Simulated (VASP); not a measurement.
Hf2F3:

```xyz
5
Lattice="4.3800 0.0000 0.0000 0.0000 4.3800 0.0000 0.0000 0.0000 4.3800" Properties=species:S:1:pos:R:3 pbc="T T T"
Hf    2.1900    2.1900    2.1900
Hf    0.0000    0.0000    0.0000
F     0.0000    2.1900    2.1900
F     2.1900    0.0000    2.1900
F     2.1900    2.1900    0.0000
```

- Program: VASP 6.6.1
- Task: relaxation of cell and atoms
- Functional: PBE
- Potentials or basis: VASP PAW PBE potentials, release 64 (Hf_pv, F)
- Cutoff: 600 eV
- k mesh: 8 × 8 × 8
- Occupations: gaussian, width 0.1 eV
- Spin: no spin polarisation

At the start: pressure -2.1 GPa; volume 16.81 Å³/atom.

Problem. Where does the relaxation end?

Solution. Over 3 steps the energy falls by 3.0 meV/atom and the volume is 16.36 Å³/atom (-2.7 %); space group Pm-3m (No. 221, to 0.05 Å).

The path:
| step | energy change (eV) | largest force (eV/Å) | pressure (GPa) | volume (Å³) |
| --- | --- | --- | --- | --- |
| 1 | 0.0000 | 0.0000 | -2.11 | 84.03 |
| 2 | -0.0144 | 0.0000 | 0.46 | 81.36 |
| 3 | -0.0151 | 0.0000 | 0.00 | 81.80 |

Final structure:
```cif
data_structure
_symmetry_space_group_name_H-M 'P 1'
_symmetry_Int_Tables_number 1
_cell_length_a 4.3409
_cell_length_b 4.3409
_cell_length_c 4.3409
_cell_angle_alpha 90.000
_cell_angle_beta 90.000
_cell_angle_gamma 90.000
_cell_volume 81.80
loop_
_atom_site_label
_atom_site_type_symbol
_atom_site_fract_x
_atom_site_fract_y
_atom_site_fract_z
_atom_site_occupancy
Hf1 Hf 0.50000 0.50000 0.50000 1
Hf2 Hf 0.00000 0.00000 0.00000 1
F1 F 0.00000 0.50000 0.50000 1
F2 F 0.50000 0.00000 0.50000 1
F3 F 0.50000 0.50000 0.00000 1
```
